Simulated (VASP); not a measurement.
A run of VASP 6.6.1 is set up as follows.

File INCAR:

```
PREC = Accurate
ENCUT = 500
EDIFF = 1E-6
ISMEAR = 0
SIGMA = 0.02
LREAL = F
LASPH = T
NELM = 120
ALGO = Normal
ISIF = 2
LWAVE = F
LCHARG = F
GGA = PE
NBANDS = 19
GGA_COMPAT = F
```

KPOINTS

```
Automatic mesh
0
Gamma
  6 6 6
```

File POSCAR:

```
K2S
1.0
    0.0000000000      3.8037981019      3.8037981019
    3.8037981019      0.0000000000      3.8037981019
    3.8037981019      3.8037981019      0.0000000000
K S
2 1
Direct
    0.2500000000      0.2500000000      0.2500000000
    0.7500000000      0.7500000000      0.7500000000
    0.0000000000      0.0000000000      0.0000000000
```

Potentials or basis: VASP PAW PBE potentials, release 64 (K_sv, S).

Launch:

```bash
$ cat potpaw_PBE.64/K_sv/POTCAR potpaw_PBE.64/S/POTCAR > POTCAR
$ mpirun -np 1 vasp_std > vasp.out
```

**Question.** What does it give for the band gap on the k mesh?

**Answer.** 2.18 eV, indirect (least direct gap 2.31 eV).

**Question.** What does it give for the pressure?

**Answer.** -0.9 GPa.

 A k mesh can miss the band edges.
